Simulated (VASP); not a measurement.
HgTe:

```
Hg Te
1.0
    -3.08568    3.08568    1.57993
     3.08568   -3.08568    1.57993
     3.08568    3.08568   -1.57993
Hg Te
1 1
Direct
  0.75000 0.25000 0.50000
  0.00000 0.00000 0.00000
```

Base run:

| Item | Value |
| --- | --- |
| Program | VASP 6.6.1 |
| Functional | PBE |
| Potentials or basis | VASP PAW PBE potentials, release 64 (Hg, Te) |
| Cutoff | 520 eV |
| k mesh | 10 × 10 × 10 |
| Occupations | fermi-dirac, width 0.05 eV |
| Spin | no spin polarisation |

Its results: band gap on the k mesh zero (bands 9 and 10 overlap by 3.16 eV); pressure -1.4 GPa.

Question: The run is repeated on the same cell with these changes: functional from PBE to r2SCAN; further incar settings from ALGO = Normal; EDIFF = 1e-07; NBANDS = 16 to ALGO = Normal; EDIFF = 1e-06; NBANDS = 16. What comes out?

Answer: Band gap on the k mesh zero (bands 9 and 10 overlap by 3.28 eV); pressure -2.5 GPa.

Caveats: spin-orbit coupling is left out, which moves the levels of the heavy elements; the PAW data sets were made with another functional, which shifts forces and pressure a little (at least some runs).
